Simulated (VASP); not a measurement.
# Cd (P6_3/mmc) in VASP: notebook

Cd is run at these levels: LDA; tasks: single point.

All numbers are computed with VASP 6.6.1; they aren't measurements. Logs are shortened: lines on timing, memory, paths and dates and some standing lists are left out, and cuts for length are marked.

**1. The cell of the first run**

The structure is hexagonal, space group P6_3/mmc (No. 194). The conventional cell has a = 2.811 Å, b = 2.811 Å, c = 4.943 Å, α = 90.00°, β = 90.00°, γ = 120.00°. Within 3.7 Å of Cd (site symmetry -6m2) lie 12 Cd at 2.81 to 2.96 Å.

**2. Single point, LDA (16.91 Å³/atom)**

The input, INCAR:

```
PREC = Accurate
ENCUT = 520
EDIFF = 1E-6
ISMEAR = -1
SIGMA = 0.1
LREAL = False
LASPH = True
NELM = 60
ALGO = Normal
ISIF = 2
LWAVE = False
LCHARG = True
GGA = CA
LELF = True
LVHAR = True
NBANDS = 19
```

The input, KPOINTS:

```
regular mesh
0
Gamma
  16 16 9
```

The input, POSCAR:

```
Cd
1.0
    2.8110156219      0.0000000000      0.0000000000
   -1.4055078110      2.4344109390      0.0000000000
    0.0000000000      0.0000000000      4.9428066530
Cd
2
Direct
    0.3333333333      0.6666666667      0.2500000000
    0.6666666667      0.3333333333      0.7500000000
```

Potentials or basis: VASP PAW LDA potentials, release 64 (Cd).

On the command line:

```bash
cat potpaw_LDA.64/Cd/POTCAR > POTCAR
mpirun -np 1 vasp_std > vasp.out
```

OUTCAR:

```text
PREC = Accurate
   ENCUT = 520
   EDIFF = 1E-6
   ISMEAR = -1
   LREAL = False
   LASPH = True
   NELM = 60
   ISIF = 2
   GGA = CA

 ion  position               nearest neighbor table
   1  0.333  0.667  0.250-   2 2.96   2 2.96   2 2.96   2 2.96   2 2.96   2 2.96
   2  0.667  0.333  0.750-   1 2.96   1 2.96   1 2.96   1 2.96   1 2.96   1 2.96

  LATTYP: Found a hexagonal cell.
 ALAT       =     2.8110156219
 C/A-ratio  =     1.7583703963

  Lattice vectors:

 A1 = (   2.8110156219,   0.0000000000,   0.0000000000)
 A2 = (  -1.4055078110,   2.4344109390,   0.0000000000)
 A3 = (   0.0000000000,   0.0000000000,   4.9428066530)

Analysis of symmetry for initial positions (statically):
=====================================================================
 Subroutine PRICEL returns:
 Original cell was already a primitive cell.

 Routine SETGRP: Setting up the symmetry group for a
 hexagonal supercell.

 Subroutine GETGRP returns: Found 24 space group operations
 (whereof 12 operations were pure point group operations)
 out of a pool of 24 trial point group operations.

The static configuration has the point symmetry D_3d.
 The point group associated with its full space group is D_6h.

Analysis of symmetry for dynamics (positions and initial velocities):
=====================================================================
 Subroutine PRICEL returns:
 Original cell was already a primitive cell.

 Routine SETGRP: Setting up the symmetry group for a
 hexagonal supercell.

 Subroutine GETGRP returns: Found 24 space group operations
 (whereof 12 operations were pure point group operations)
 out of a pool of 24 trial point group operations.

The dynamic configuration has the point symmetry D_3d.
 The point group associated with its full space group is D_6h.

 Subroutine INISYM returns: Found 24 space group operations
 (whereof 12 operations are pure point group operations),
 and found     1 'primitive' translations

----------------------------------------------------------------------------------------

                                     Primitive cell

  volume of cell :      33.8245

  direct lattice vectors                    reciprocal lattice vectors
     2.811015622  0.000000000  0.000000000     0.355743309  0.205388495  0.000000000
    -1.405507811  2.434410939  0.000000000     0.000000000  0.410776991  0.000000000
     0.000000000  0.000000000  4.942806653     0.000000000  0.000000000  0.202314205

  length of vectors
     2.811015622  2.811015622  4.942806653     0.410776991  0.410776991  0.202314205

[... 79 lines left out ...]
   NELM   =     60;   NELMIN=  2; NELMDL= -5     # of ELM steps
   EDIFF  = 0.1E-05   stopping-criterion for ELM
   LREAL  =      F    real-space projection
   EDIFFG = 0.1E-04   stopping-criterion for IOM
   NSW    =      0    number of steps for IOM
   IBRION =     -1    ionic relax: 0-MD 1-quasi-New 2-CG
   NFREE  =      0    steps in history (QN), initial steepest desc. (CG)
   ISIF   =      2    stress and relaxation
   ISYM   =      2    0-nonsym 1-usesym 2-fastsym
   POTIM  = 0.5000    time-step for ionic-motion
   TEBEG  =    0.0;   TEEND  =   0.0 temperature during run
   PSTRESS=    0.0 pullay stress
   NELECT =      24.0000    total number of electrons
   NUPDOWN=      -1.0000    fix difference up-down
   EMIN   =  10.00;   EMAX   =-10.00  energy-range for DOS
   EFERMI =   0.00;   METHOD = LEGACY
   ISMEAR =    -1;   SIGMA  =   0.10  broadening in eV -4-tet -1-fermi 0-gaus
   EFERMI_NEDOS =   21; number of points for ismear=-14 and -15
   IALGO  =     38    algorithm
   IMIX   =      4    mixing-type and parameters
     AMIX     =   0.40;   BMIX     =  1.00
     AMIX_MAG =   1.60;   BMIX_MAG =  1.00
  volume/ion in A,a.u.               =      16.91       114.13
  Fermi-wavevector in a.u.,A,eV,Ry     =   1.460164  2.759310 29.008697  2.132079
  Thomas-Fermi vector in A             =   2.576646
   LORBIT       =      0    0 simple, 1 ext, 2 COOP (PROOUT), +10 PAW based schemes
   GGA     = CA    functional components
   LHFCALC =     F    Hartree Fock is set to
   AEXX    =    0.0000 exact exchange contribution
   IVDW    =     0    specifies the selected vdW correction
   LEPSILON=     F    determine dielectric tensor
   LRPA    =     F    only Hartree local field effects (RPA)
 non-spin polarized calculation
  energy-cutoff  :      520.00
  volume of cell :       33.82
 maximum number of plane-waves:       924
 NGX is ok and might be reduce to    24
   NGX = 11   NGY = 11   NGZ = 19

 number of electron      24.0000013 magnetization

 Free energy of the ion-electron system (eV)
  ---------------------------------------------------
  ext. energy  EPLUGINS =         0.00000000
  ---------------------------------------------------
  free energy    TOTEN  =        -2.73807346 eV

  energy without entropy =       -2.72833801  energy(sigma->0) =       -2.73320573

 E-fermi :   5.0847     XC(G=0): -12.7365

 val. band max:        5.0194692122   @ k =   0.1250   0.1250   0.1111
 cond. band min:       5.1019404603   @ k =   0.3125   0.3125   0.0000
 fundamental gap:      0.0824712480
 Fermi energy:         5.0847018280

 k-point     1 :       0.0000    0.0000    0.0000
  band No.  band energies     occupation
      1      -6.2800      2.00000
      2      -6.2133      2.00000
      3      -5.4464      2.00000
      4      -5.1698      2.00000
      5      -5.1698      2.00000
      6      -5.0438      2.00000
[... 505 lines left out ...]
      6      -4.7682      2.00000
[... 11 lines left out ...]
     18      16.2944      0.00000
     19      16.3347      0.00000

 [... further k-points ...]

------------------------ aborting loop because EDIFF is reached ----------------------------------------

  FORCE on cell =-STRESS in cart. coord.  units (eV):
  Direction    XX          YY          ZZ          XY          YZ          ZX
  --------------------------------------------------------------------------------------
  -------------------------------------------------------------------------------------
  Total        4.1454098      4.1454098      4.0354769     -0.0000000     -0.0000000      0.0000000
  in kB      196.3574030    196.3574030    191.1501657     -0.0000000     -0.0000000      0.0000000
  external PRESSURE =     194.6216572 kB  Pullay stress =       0.0000000 kB

 VOLUME and BASIS-vectors are now :
 -----------------------------------------------------------------------------
  energy-cutoff  :      520.00
  volume of cell :       33.82
      direct lattice vectors                 reciprocal lattice vectors
     2.811015622  0.000000000  0.000000000     0.355743309  0.205388495  0.000000000
    -1.405507811  2.434410939  0.000000000     0.000000000  0.410776991  0.000000000
     0.000000000  0.000000000  4.942806653     0.000000000  0.000000000  0.202314205

 POSITION                                       TOTAL-FORCE (eV/Angst)
 -----------------------------------------------------------------------------------
     -0.00000      1.62294      1.23570        -0.000000      0.000000      0.000000
      1.40551      0.81147      3.70710         0.000000     -0.000000      0.000000
 -----------------------------------------------------------------------------------
    total drift:                                0.000000     -0.000000      0.000000

  FREE ENERGIE OF THE ION-ELECTRON SYSTEM (eV)
  ---------------------------------------------------
  free  energy   TOTEN  =        -2.7380734552 eV

  energy  without entropy=       -2.7283380056  energy(sigma->0) =       -2.73320573
```

stdout:

```text
POSCAR found type information on POSCAR Cd
 POSCAR found :  1 types and       2 ions
 scaLAPACK will be used
 LDA part: xc-table for (Slater(with rela. corr.)+CA(PZ))
 , standard interpolation
 POSCAR, INCAR and KPOINTS ok, starting setup
 FFT: planning ... GRIDC
 FFT: planning ... GRID_SOFT
 FFT: planning ... GRID
 WAVECAR not read
 entering main loop
```

Wall time 22 s (1 thread of Intel Xeon 6975P-C (Granite Rapids), shared host); peak memory 0.19 GiB.

What came out:

| Item | Value |
| --- | --- |
| Free energy | -2.7381 eV |
| Pressure | 19.5 GPa |
| Band gap on the k mesh | zero (bands 12 and 13 overlap by 3.67 eV) |

Caveat: the cell stands under pressure.

**3. Single point, LDA (16.91 Å³/atom)**

The input, INCAR:

```
SYSTEM = Cd
ALGO     = Normal         ! electronic algorithm
EDIFF    = 1E-7           ! SCF threshold, eV
ENCUT    = 520            ! plane-wave cutoff, eV
ISIF     = 2              ! what is computed and relaxed
ISMEAR   = -1             ! smearing method
LASPH    = .TRUE.         ! aspherical terms in the spheres
LCHARG   = .FALSE.        ! write CHGCAR
LREAL    = .FALSE.        ! projectors in reciprocal space
LWAVE    = .FALSE.        ! write WAVECAR
NBANDS   = 19             ! bands
NELM     = 80             ! most SCF steps
PREC     = Accurate       ! precision mode
SIGMA    = 0.1            ! smearing width, eV
```

The input, KPOINTS:

```
k-points
0
G
  16 16 9
  0 0 0
```

POSCAR is that of step 2.

Potentials or basis: VASP PAW LDA potentials, release 64 (Cd).

On the command line:

```bash
cat potpaw_LDA.64/Cd/POTCAR > POTCAR
mpirun -np 1 vasp_std > vasp.out
```

OUTCAR:

```text
SYSTEM = Cd
   EDIFF = 1E-7
   ENCUT = 520
   ISIF = 2
   ISMEAR = -1
   LASPH = .TRUE.
   LREAL = .FALSE.
   NELM = 80
   PREC = Accurate

 ion  position               nearest neighbor table
   1  0.333  0.667  0.250-   2 2.96   2 2.96   2 2.96   2 2.96   2 2.96   2 2.96
   2  0.667  0.333  0.750-   1 2.96   1 2.96   1 2.96   1 2.96   1 2.96   1 2.96

  LATTYP: Found a hexagonal cell.
 ALAT       =     2.8110156219
 C/A-ratio  =     1.7583703963

  Lattice vectors:

 A1 = (   2.8110156219,   0.0000000000,   0.0000000000)
 A2 = (  -1.4055078110,   2.4344109390,   0.0000000000)
 A3 = (   0.0000000000,   0.0000000000,   4.9428066530)

Analysis of symmetry for initial positions (statically):
=====================================================================
 Subroutine PRICEL returns:
 Original cell was already a primitive cell.

 Routine SETGRP: Setting up the symmetry group for a
 hexagonal supercell.

 Subroutine GETGRP returns: Found 24 space group operations
 (whereof 12 operations were pure point group operations)
 out of a pool of 24 trial point group operations.

The static configuration has the point symmetry D_3d.
 The point group associated with its full space group is D_6h.

Analysis of symmetry for dynamics (positions and initial velocities):
=====================================================================
 Subroutine PRICEL returns:
 Original cell was already a primitive cell.

 Routine SETGRP: Setting up the symmetry group for a
 hexagonal supercell.

 Subroutine GETGRP returns: Found 24 space group operations
 (whereof 12 operations were pure point group operations)
 out of a pool of 24 trial point group operations.

The dynamic configuration has the point symmetry D_3d.
 The point group associated with its full space group is D_6h.

 Subroutine INISYM returns: Found 24 space group operations
 (whereof 12 operations are pure point group operations),
 and found     1 'primitive' translations

[... 110 lines left out ...]
   EFERMI_NEDOS =   21; number of points for ismear=-14 and -15
   IALGO  =     38    algorithm
   IMIX   =      4    mixing-type and parameters
     AMIX     =   0.40;   BMIX     =  1.00
     AMIX_MAG =   1.60;   BMIX_MAG =  1.00
  volume/ion in A,a.u.               =      16.91       114.13
  Fermi-wavevector in a.u.,A,eV,Ry     =   1.460164  2.759310 29.008697  2.132079
  Thomas-Fermi vector in A             =   2.576646
   LORBIT       =      0    0 simple, 1 ext, 2 COOP (PROOUT), +10 PAW based schemes
   GGA     = CA    functional components
   LHFCALC =     F    Hartree Fock is set to
   AEXX    =    0.0000 exact exchange contribution
   IVDW    =     0    specifies the selected vdW correction
   LEPSILON=     F    determine dielectric tensor
   LRPA    =     F    only Hartree local field effects (RPA)
 non-spin polarized calculation
  energy-cutoff  :      520.00
  volume of cell :       33.82
 maximum number of plane-waves:       924
 NGX is ok and might be reduce to    24
   NGX = 11   NGY = 11   NGZ = 19

 number of electron      24.0000013 magnetization

 Free energy of the ion-electron system (eV)
  ---------------------------------------------------
  ext. energy  EPLUGINS =         0.00000000
  ---------------------------------------------------
  free energy    TOTEN  =        -2.73807346 eV

  energy without entropy =       -2.72833801  energy(sigma->0) =       -2.73320573

 E-fermi :   5.0847     XC(G=0): -12.7365

 val. band max:        5.0194679947   @ k =   0.1250   0.1250   0.1111
 cond. band min:       5.1019394143   @ k =   0.3125   0.3125   0.0000
 fundamental gap:      0.0824714196
 Fermi energy:         5.0847007107

 k-point     1 :       0.0000    0.0000    0.0000
  band No.  band energies     occupation
      1      -6.2800      2.00000
      2      -6.2133      2.00000
      3      -5.4464      2.00000
      4      -5.1698      2.00000
      5      -5.1698      2.00000
      6      -5.0439      2.00000
[... 505 lines left out ...]
      6      -4.7682      2.00000
[... 11 lines left out ...]
     18      16.2944      0.00000
     19      16.3347      0.00000

 [... further k-points ...]

------------------------ aborting loop because EDIFF is reached ----------------------------------------

  FORCE on cell =-STRESS in cart. coord.  units (eV):
  Direction    XX          YY          ZZ          XY          YZ          ZX
  --------------------------------------------------------------------------------------
  -------------------------------------------------------------------------------------
  Total        4.1458661      4.1458661      4.0359536     -0.0000000     -0.0000000      0.0000000
  in kB      196.3790179    196.3790179    191.1727461     -0.0000000     -0.0000000      0.0000000
  external PRESSURE =     194.6435940 kB  Pullay stress =       0.0000000 kB

 VOLUME and BASIS-vectors are now :
 -----------------------------------------------------------------------------
  energy-cutoff  :      520.00
  volume of cell :       33.82
      direct lattice vectors                 reciprocal lattice vectors
     2.811015622  0.000000000  0.000000000     0.355743309  0.205388495  0.000000000
    -1.405507811  2.434410939  0.000000000     0.000000000  0.410776991  0.000000000
     0.000000000  0.000000000  4.942806653     0.000000000  0.000000000  0.202314205

 POSITION                                       TOTAL-FORCE (eV/Angst)
 -----------------------------------------------------------------------------------
     -0.00000      1.62294      1.23570         0.000000      0.000000      0.000000
      1.40551      0.81147      3.70710        -0.000000     -0.000000      0.000000
 -----------------------------------------------------------------------------------
    total drift:                                0.000000     -0.000000      0.000000

  FREE ENERGIE OF THE ION-ELECTRON SYSTEM (eV)
  ---------------------------------------------------
  free  energy   TOTEN  =        -2.7380734567 eV

  energy  without entropy=       -2.7283380068  energy(sigma->0) =       -2.73320573
```

OSZICAR:

```text
N       E                     dE             d eps       ncg     rms          rms(c)
DAV:   1     0.186711304792E+03    0.18671E+03   -0.13520E+04  5708   0.134E+03
DAV:   2     0.103875790987E+01   -0.18567E+03   -0.17882E+03  5913   0.352E+02
DAV:   3    -0.295928102820E+01   -0.39980E+01   -0.39900E+01  6519   0.592E+01
DAV:   4    -0.296726354831E+01   -0.79825E-02   -0.79820E-02  6253   0.254E+00
DAV:   5    -0.296728691842E+01   -0.23370E-04   -0.23370E-04  6313   0.136E-01    0.899E+00
DAV:   6    -0.276760345991E+01    0.19968E+00   -0.36416E-01  6265   0.831E+00    0.623E+00
DAV:   7    -0.274073001488E+01    0.26873E-01   -0.52294E-02  6686   0.248E+00    0.182E+00
DAV:   8    -0.273805477452E+01    0.26752E-02   -0.88669E-03  6039   0.127E+00    0.109E-01
DAV:   9    -0.273806573987E+01   -0.10965E-04   -0.23068E-05  6519   0.469E-02    0.477E-02
DAV:  10    -0.273807352104E+01   -0.77812E-05   -0.33800E-06  6193   0.182E-02    0.256E-03
DAV:  11    -0.273807345670E+01    0.64338E-07   -0.36942E-07  6324   0.788E-03
   1 F= -.27380735E+01 E0= -.27332057E+01  d E =-.973545E-02
```

Wall time 22 s (1 thread of Intel Xeon 6975P-C (Granite Rapids), shared host); peak memory 0.19 GiB.

Results:

```yaml
Free_energy: -2.7381 eV
Pressure: 19.5 GPa
Band_gap_on_the_k_mesh: zero (bands 12 and 13 overlap by 3.67 eV)
```

Caveat: the cell stands under pressure.
